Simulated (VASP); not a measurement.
Input of a VASP 6.6.1 run:

The input INCAR:

```
PREC     = Accurate       # precision mode
ENCUT    = 520            # plane-wave cutoff, eV
EDIFF    = 1E-7           # SCF threshold, eV
ISMEAR   = -1             # smearing method
SIGMA    = 0.1            # smearing width, eV
LREAL    = F              # projectors in reciprocal space
LASPH    = T              # aspherical terms in the spheres
NELM     = 150            # most SCF steps
ALGO     = Normal         # electronic algorithm
ISIF     = 2              # what is computed and relaxed
LWAVE    = F              # write WAVECAR
LCHARG   = F              # write CHGCAR
ISPIN    = 2              # spin polarisation
MAGMOM   = 3 3            # initial moments
LORBIT   = 11             # projections on sites
LMAXMIX  = 4              # l up to which the mixer works
GGA      = PE             # functional
NBANDS   = 20             # bands
```

KPOINTS

```
Automatic mesh
0
Gamma
  12 12 6
```

POSCAR

```
Co
1.0
    0.0000000000      1.8011500000      1.8011500000
    1.8011500000      0.0000000000      1.8011500000
    3.6023000000      3.6023000000      0.0000000000
Co
2
Direct
    0.0000000000      0.0000000000      0.0000000000
    0.0000000000      0.0000000000      0.5000000000
```

Potentials or basis: VASP PAW PBE potentials, release 64 (Co).

The run is started by

```console
$ cat potpaw_PBE.64/Co/POTCAR > POTCAR
$ mpirun -np 1 vasp_std > vasp.out
```

Q: What does it give for the pressure?

A: -12.0 GPa.

Q: Predict the net moment.

A: 3.42 μB per cell.

Caveat: the cell stands under tension.
